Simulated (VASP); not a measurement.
Here is a VASP 6.6.1 calculation.

The input INCAR:

```
  PREC = Accurate
  ENCUT = 520
  EDIFF = 1E-6
  ISMEAR = 0
  SIGMA = 0.05
  LREAL = F
  LASPH = T
  NELM = 80
  ALGO = Normal
  ISIF = 2
  LWAVE = F
  LCHARG = T
  GGA = CA
  LELF = T
  LVHAR = T
  NBANDS = 15
```

File KPOINTS:

```
Automatic mesh
0
Gamma
  8 8 8
```

POSCAR

```
KCl
1.0
    0.0000000000      3.3317912246      2.8320225409
    3.3317912246      0.0000000000      2.8320225409
    3.3317912246      3.3317912246      0.0000000000
K Cl
1 1
Direct
    0.0000000000      0.0000000000      0.0000000000
    0.5000000000      0.5000000000      0.5000000000
```

Potentials or basis: VASP PAW LDA potentials, release 64 (K_sv, Cl).

The run is started by

```bash
$ cat potpaw_LDA.64/K_sv/POTCAR potpaw_LDA.64/Cl/POTCAR > POTCAR
$ mpirun -np 1 vasp_std > vasp.out
```

**Question.** What does it give for the band gap on the k mesh?

**Answer.** 4.48 eV, direct.

**Question.** Predict the pressure.

**Answer.** -0.4 GPa.

Stress tensor (GPa, compression positive):
```
-2.88  0.00  0.00
 0.00 -2.88  0.00
 0.00  0.00  4.49
```

 A k mesh can miss the band edges.
